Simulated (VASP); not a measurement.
Runs of VASP 6.6.1 on AlNi3. The structure is that of space group Pm-3m (No. 221), or close to it. The cells are those of the table. 

```tsv
task	level	spin	cell	k mesh	cutoff (eV)	gap on the mesh (eV)	pressure (GPa)	moment (μB)	relaxed volume (Å³/atom)
single point	PBEsol	off	a = 3.523 Å, 4 atoms	8 × 8 × 8	520	none	-0.7	-	-
relaxation of cell and atoms	PBE+D3(BJ)	collinear, ferromagnetic start	relaxed from a = 3.523 Å, 4 atoms	8 × 8 × 8	600	none	0.1	0.67	-
single point	RPBE+D4	collinear, ferromagnetic start	a = 3.520 Å, 4 atoms	6 × 6 × 6	520	none	0.1	0.70	-
vibrations by perturbation theory	PBEsol	collinear, ferromagnetic start	a = 3.523 Å, 4 atoms	6 × 6 × 6	520	-	-	(a)	-
single point	RPBE+D3(BJ)	collinear, ferromagnetic start	a = 3.404 Å, 4 atoms	6 × 6 × 6	520	none	-0.1	0.63	-
relaxation of the atoms	PBE	collinear, ferromagnetic start	atoms relaxed from a = 3.453, b = 3.453, c = 3.523 Å, 4 atoms	7 × 7 × 6	520	none	16.9	0.65	-
relaxation of cell and atoms	RPBE	collinear, ferromagnetic start	relaxed from a = 3.523 Å, 4 atoms	6 × 6 × 6	600	none	0.0	0.73	11.66
single point	RPBE	collinear, ferromagnetic start	a = 3.598 Å, 4 atoms	6 × 6 × 6	520	none	0.1	0.73	-
relaxation of cell and atoms	RPBE+D4	collinear, ferromagnetic start	relaxed from a = 3.523 Å, 4 atoms	6 × 6 × 6	600	none	0.1	0.70	10.90
single point	PBEsol	collinear, ferromagnetic start	a = 3.523 Å, 4 atoms	8 × 8 × 8	520	none	-0.5	0.62	-
single point	PBE	collinear, ferromagnetic start	a = 3.592 Å, 4 atoms	8 × 8 × 8	520	none	(b)	0.71	-
single point	PBE	collinear, ferromagnetic start	a = 3.567 Å, 4 atoms	8 × 8 × 8	520	none	0.1	0.70	-
```

Alike in all rows: potentials or basis VASP PAW PBE potentials, release 64 (Ni, Al); smearing fermi-dirac 0.05 eV.

Q: Fill in the values left out.

A: (a) 0.66; (b) -3.6.

Caveats: the PAW data sets were made with another functional, which shifts forces and pressure a little (at least some runs); the relaxation stopped at its first step, so nothing moved (at least some runs); the dispersion term is far too large for a dense solid, which distorts pressure and volume (at least some runs); the cell stands under tension (at least some runs).

A gap of «none» marks levels without a gap at the run's occupations.
